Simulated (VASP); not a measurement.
Runs of VASP 6.6.1 on CaO. The structure is that of space group Fm-3m (No. 225), or close to it. The cells are those of the table. 

| level | cell | smearing | gap on the mesh (eV) | pressure (GPa) |
| --- | --- | --- | --- | --- |
| r2SCAN | a = 3.404, b = 3.404, c = 3.442 Å, angles 59.6, 59.6, 60.7°, 2 atoms | gaussian 0.01 eV | 4.11 | -1.4 |
| PBE | a = 3.393 Å, angles 58.9°, 2 atoms | fermi-dirac 0.02 eV | 3.59 | (b) |
| r2SCAN | a = 3.382, b = 3.382, c = 3.372 Å, angles 60.1, 60.1, 59.8°, 2 atoms | gaussian 0.01 eV | (a) | 2.4 |
| r2SCAN | a = 3.393 Å, angles 58.9°, 2 atoms | gaussian 0.01 eV | 4.14 | 4.1 |
| PBE | a = 3.382, b = 3.382, c = 3.372 Å, angles 60.1, 60.1, 59.8°, 2 atoms | fermi-dirac 0.02 eV | 3.62 | 4.4 |

Alike in all rows: task single point; potentials or basis VASP PAW PBE potentials, release 64 (Ca_sv, O); no spin polarisation; k mesh 10 × 10 × 10; cutoff (eV) 520.

Task: Fill in the values left out.

Result: (a) 4.17; (b) 6.0.

Caveats: the PAW data sets were made with another functional, which shifts forces and pressure a little (some runs).

A k mesh can miss the band edges.
